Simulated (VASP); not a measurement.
# K (Im-3m) in VASP: a series of runs

K is run at these levels: PBE; tasks: single point.

Everything below comes from runs of VASP 6.6.1. Logs are shortened: lines on timing, memory, paths and dates and some standing lists are left out, and cuts for length are marked.

## 1. The cell of the first run

It takes space group Im-3m (No. 229, cubic). The conventional cell has a = 4.691 Å, b = 4.691 Å, c = 4.691 Å, α = 90.00°, β = 90.00°, γ = 90.00°. K (site symmetry m-3m) has 14 K at 4.06 to 4.69 Å within 5.3 Å.

## 2. Single point, PBE (volume scaled by 0.7)

Input file INCAR:

```
SYSTEM = K
PREC     = Accurate       ! precision mode
ENCUT    = 520            ! plane-wave cutoff, eV
EDIFF    = 1E-6           ! SCF threshold, eV
ISMEAR   = -1             ! smearing method
SIGMA    = 0.1            ! smearing width, eV
LREAL    = .FALSE.        ! projectors in reciprocal space
LASPH    = .TRUE.         ! aspherical terms in the spheres
NELM     = 100            ! most SCF steps
ALGO     = Normal         ! electronic algorithm
ISIF     = 2              ! what is computed and relaxed
LWAVE    = .FALSE.        ! write WAVECAR
LCHARG   = .TRUE.         ! write CHGCAR
GGA      = PE             ! functional
LELF     = .TRUE.         ! ELF
LVHAR    = .TRUE.       
NBANDS   = 10             ! bands
```

Input file KPOINTS:

```
regular mesh
0
G
  10 10 10
  0 0 0
```

Input file POSCAR:

```
K
1.0
   -2.3455839808      2.3455839808      2.3455839808
    2.3455839808     -2.3455839808      2.3455839808
    2.3455839808      2.3455839808     -2.3455839808
K
1
Direct
    0.0000000000      0.0000000000      0.0000000000
```

Potentials or basis: VASP PAW PBE potentials, release 64 (K_sv).

Launch:

```
$ cat potpaw_PBE.64/K_sv/POTCAR > POTCAR
$ mpirun -np 1 vasp_std > vasp.out
```

OUTCAR:

```text
SYSTEM = K
   PREC = Accurate
   ENCUT = 520
   EDIFF = 1E-6
   ISMEAR = -1
   LREAL = .FALSE.
   LASPH = .TRUE.
   NELM = 100
   ISIF = 2
   GGA = PE

 ion  position               nearest neighbor table
   1  0.000  0.000  0.000-

  LATTYP: Found a body centered cubic cell.
 ALAT       =     4.6911679616

  Lattice vectors:

 A1 = (  -2.3455839808,   2.3455839808,   2.3455839808)
 A2 = (   2.3455839808,  -2.3455839808,   2.3455839808)
 A3 = (   2.3455839808,   2.3455839808,  -2.3455839808)

Analysis of symmetry for initial positions (statically):
=====================================================================
 Subroutine PRICEL returns:
 Original cell was already a primitive cell.

 Routine SETGRP: Setting up the symmetry group for a
 body centered cubic supercell.

 Subroutine GETGRP returns: Found 48 space group operations
 (whereof 48 operations were pure point group operations)
 out of a pool of 48 trial point group operations.

The static configuration has the point symmetry O_h .

Analysis of symmetry for dynamics (positions and initial velocities):
=====================================================================
 Subroutine PRICEL returns:
 Original cell was already a primitive cell.

 Routine SETGRP: Setting up the symmetry group for a
 body centered cubic supercell.

 Subroutine GETGRP returns: Found 48 space group operations
 (whereof 48 operations were pure point group operations)
 out of a pool of 48 trial point group operations.

The dynamic configuration has the point symmetry O_h .

 Subroutine INISYM returns: Found 48 space group operations
 (whereof 48 operations are pure point group operations),
 and found     1 'primitive' translations

----------------------------------------------------------------------------------------

                                     Primitive cell

  volume of cell :      51.6194

  direct lattice vectors                    reciprocal lattice vectors
    -2.345583981  2.345583981  2.345583981     0.000000000  0.213166531  0.213166531
     2.345583981 -2.345583981  2.345583981     0.213166531  0.000000000  0.213166531
     2.345583981  2.345583981 -2.345583981     0.213166531  0.213166531  0.000000000

  length of vectors
     4.062670628  4.062670628  4.062670628     0.301462999  0.301462999  0.301462999

  position of ions in fractional coordinates (direct lattice)
     0.000000000  0.000000000  0.000000000

  ion indices of the primitive-cell ions
   primitive index   ion index
                 1           1

----------------------------------------------------------------------------------------

 KPOINTS: regular mesh

Automatic generation of k-mesh.
 Grid dimensions read from file:
 generate k-points for:   10   10   10

 Generating k-lattice:

  Cartesian coordinates                     Fractional coordinates (reciprocal lattice)
     0.000000000  0.021316653  0.021316653     0.100000000  0.000000000  0.000000000
     0.021316653  0.000000000  0.021316653     0.000000000  0.100000000  0.000000000
     0.021316653  0.021316653  0.000000000     0.000000000  0.000000000  0.100000000

  Length of vectors
     0.030146300  0.030146300  0.030146300

  Shift w.r.t. Gamma in fractional coordinates (k-lattice)
     0.000000000  0.000000000  0.000000000

 Subroutine IBZKPT returns following result:
 ===========================================

 Found     47 irreducible k-points:

 Following reciprocal coordinates:
            Coordinates               Weight
  0.000000  0.000000  0.000000      1.000000
  0.100000  0.000000  0.000000     12.000000
  0.200000  0.000000  0.000000     12.000000
  0.300000  0.000000  0.000000     12.000000
  0.400000  0.000000  0.000000     12.000000
  0.500000  0.000000  0.000000      6.000000
[... 16 lines left out ...]
  0.300000  0.300000  0.100000      8.000000
 -0.300000  0.300000  0.100000     24.000000
 [... further k-points ...]
   k-points           NKPTS =     47   k-points in BZ     NKDIM =     47   number of bands    NBANDS=     10
   number of dos      NEDOS =    301   number of ions     NIONS =      1
   total plane-waves  NPLWV =  27000
   dimension x,y,z NGX =    30 NGY =   30 NGZ =   30
   dimension x,y,z NGXF=    60 NGYF=   60 NGZF=   60
   ions per type =               1
   NGX,Y,Z   is equivalent  to a cutoff of  12.28, 12.28, 12.28 a.u.
   NGXF,Y,Z  is equivalent  to a cutoff of  24.55, 24.55, 24.55 a.u.
 SYSTEM =  K
   PREC   = accura    normal or accurate (medium, high low for compatibility)
   ISTART =      0    job   : 0-new  1-cont  2-samecut
   ICHARG =      2    charge: 1-file 2-atom 10-const
   ISPIN  =      1    spin polarized calculation?
   LNONCOLLINEAR =      F non collinear calculations
   LSORBIT =      F    spin-orbit coupling
   LASPH  =      T    aspherical Exc in radial PAW
   ENCUT  =  520.0 eV  38.22 Ry    6.18 a.u.   7.55  7.55  7.55*2*pi/ulx,y,z
   NELM   =    100;   NELMIN=  2; NELMDL= -5     # of ELM steps
   EDIFF  = 0.1E-05   stopping-criterion for ELM
   LREAL  =      F    real-space projection
   EDIFFG = 0.1E-04   stopping-criterion for IOM
   NSW    =      0    number of steps for IOM
   IBRION =     -1    ionic relax: 0-MD 1-quasi-New 2-CG
   NFREE  =      0    steps in history (QN), initial steepest desc. (CG)
   ISIF   =      2    stress and relaxation
   ISYM   =      2    0-nonsym 1-usesym 2-fastsym
   POTIM  = 0.5000    time-step for ionic-motion
   TEBEG  =    0.0;   TEEND  =   0.0 temperature during run
   PSTRESS=    0.0 pullay stress
   NELECT =       9.0000    total number of electrons
   NUPDOWN=      -1.0000    fix difference up-down
   EMIN   =  10.00;   EMAX   =-10.00  energy-range for DOS
   EFERMI =   0.00;   METHOD = LEGACY
   ISMEAR =    -1;   SIGMA  =   0.10  broadening in eV -4-tet -1-fermi 0-gaus
   EFERMI_NEDOS =   21; number of points for ismear=-14 and -15
   IALGO  =     38    algorithm
   IMIX   =      4    mixing-type and parameters
     AMIX     =   0.40;   BMIX     =  1.00
     AMIX_MAG =   1.60;   BMIX_MAG =  1.00
  volume/ion in A,a.u.               =      51.62       348.34
  Fermi-wavevector in a.u.,A,eV,Ry     =   0.914572  1.728291 11.380490  0.836442
  Thomas-Fermi vector in A             =   2.039214
   LORBIT       =      0    0 simple, 1 ext, 2 COOP (PROOUT), +10 PAW based schemes
   GGA     = PE    functional components
   LHFCALC =     F    Hartree Fock is set to
   AEXX    =    0.0000 exact exchange contribution
   IVDW    =     0    specifies the selected vdW correction
   LEPSILON=     F    determine dielectric tensor
   LRPA    =     F    only Hartree local field effects (RPA)
 non-spin polarized calculation
  energy-cutoff  :      520.00
  volume of cell :       51.62
 maximum number of plane-waves:      1433
   NGX = 15   NGY = 15   NGZ = 15

 number of electron       9.0000000 magnetization

 Free energy of the ion-electron system (eV)
  ---------------------------------------------------
  ext. energy  EPLUGINS =         0.00000000
  ---------------------------------------------------
  free energy    TOTEN  =        -0.92694609 eV

  energy without entropy =       -0.90138281  energy(sigma->0) =       -0.91416445

 E-fermi :   0.8411     XC(G=0):  -6.5856

 val. band max:        0.8234050394   @ k =  -0.3000   0.4000   0.2000
 cond. band min:       0.8450567924   @ k =   0.3000   0.2000   0.0000
 fundamental gap:      0.0216517530
 Fermi energy:         0.8411010775

 k-point     1 :       0.0000    0.0000    0.0000
  band No.  band energies     occupation
      1     -31.1826      2.00000
      2     -14.5768      2.00000
      3     -14.5768      2.00000
      4     -14.5768      2.00000
      5      -1.8629      2.00000
      6       5.4116      0.00000
      7       5.4116      0.00000
      8       5.4116      0.00000
      9       6.5781      0.00000
     10       6.5781      0.00000

 k-point     2 :       0.1000    0.0000    0.0000
  band No.  band energies     occupation
      1     -31.1806      2.00000
      2     -14.5989      2.00000
      3     -14.5835      2.00000
      4     -14.5769      2.00000
      5      -1.6946      2.00000
      6       5.2060      0.00000
      7       5.2204      0.00000
      8       5.5627      0.00000
      9       6.3409      0.00000
     10       6.5505      0.00000

 k-point     3 :       0.2000    0.0000    0.0000
  band No.  band energies     occupation
      1     -31.1754      2.00000
      2     -14.6559      2.00000
      3     -14.6011      2.00000
      4     -14.5773      2.00000
      5      -1.2091      2.00000
      6       4.4388      0.00000
      7       4.8063      0.00000
      8       6.0076      0.00000
      9       6.3070      0.00000
     10       6.5383      0.00000

 k-point     4 :       0.3000    0.0000    0.0000
  band No.  band energies     occupation
      1     -31.1690      2.00000
      2     -14.7246      2.00000
      3     -14.6226      2.00000
      4     -14.5777      2.00000
      5      -0.4636      2.00000
      6       3.4733      0.00000
      7       4.3998      0.00000
      8       6.4683      0.00000
      9       6.6541      0.00000
     10       6.7212      0.00000
[... 222 lines left out ...]
 k-point    22 :      -0.2000    0.2000    0.1000
  band No.  band energies     occupation
      1     -31.1736      2.00000
      2     -14.6563      2.00000
      3     -14.6082      2.00000
      4     -14.5941      2.00000
      5      -1.0522      2.00000
      6       4.4768      0.00000
      7       4.8453      0.00000
      8       5.5138      0.00000
      9       5.9863      0.00000
     10       7.0336      0.00000

 k-point    23 :       0.3000    0.3000    0.1000
  band No.  band energies     occupation
      1     -31.1602      2.00000
      2     -14.7160      2.00000
      3     -14.7160      2.00000
      4     -14.6231      2.00000
      5       2.2227      0.00000
      6       2.2227      0.00000
      7       2.5859      0.00000
      8       6.0257      0.00000
      9       7.1644      0.00000
     10       7.1644      0.00000

 k-point    24 :      -0.3000    0.3000    0.1000
  band No.  band energies     occupation
      1     -31.1673      2.00000
      2     -14.7214      2.00000
      3     -14.6301      2.00000
      4     -14.5938      2.00000
      5      -0.3192      1.99998
      6       3.5047      0.00000
      7       4.4800      0.00000
      8       5.6582      0.00000
      9       6.6836      0.00000
     10       7.1084      0.00000

 [... further k-points ...]
[... 5 lines left out ...]
  --------------------------------------------------------------------------------------
  -------------------------------------------------------------------------------------
  Total        0.8041847      0.8041847      0.8041847     -0.0000000      0.0000000     -0.0000000
  in kB       24.9605095     24.9605095     24.9605095     -0.0000000      0.0000000     -0.0000000
  external PRESSURE =      24.9605095 kB  Pullay stress =       0.0000000 kB

 VOLUME and BASIS-vectors are now :
 -----------------------------------------------------------------------------
  energy-cutoff  :      520.00
  volume of cell :       51.62
      direct lattice vectors                 reciprocal lattice vectors
    -2.345583981  2.345583981  2.345583981     0.000000000  0.213166531  0.213166531
     2.345583981 -2.345583981  2.345583981     0.213166531  0.000000000  0.213166531
     2.345583981  2.345583981 -2.345583981     0.213166531  0.213166531  0.000000000

 POSITION                                       TOTAL-FORCE (eV/Angst)
 -----------------------------------------------------------------------------------
      0.00000      0.00000      0.00000        -0.000000      0.000000      0.000000
 -----------------------------------------------------------------------------------
    total drift:                               -0.000000     -0.000000      0.000000

  FREE ENERGIE OF THE ION-ELECTRON SYSTEM (eV)
  ---------------------------------------------------
  free  energy   TOTEN  =        -0.9269460915 eV

  energy  without entropy=       -0.9013828095  energy(sigma->0) =       -0.91416445
```

Run time: 19 s. Hardware: 1 thread of Intel Xeon Platinum 8259CL at 2.50GHz (Skylake/Cascade Lake), shared host; peak memory 0.17 GiB.

Results:

| Item | Value |
| --- | --- |
| Free energy | -0.9269 eV |
| Pressure | 2.5 GPa |

(Part 1 of 2 ends here.)
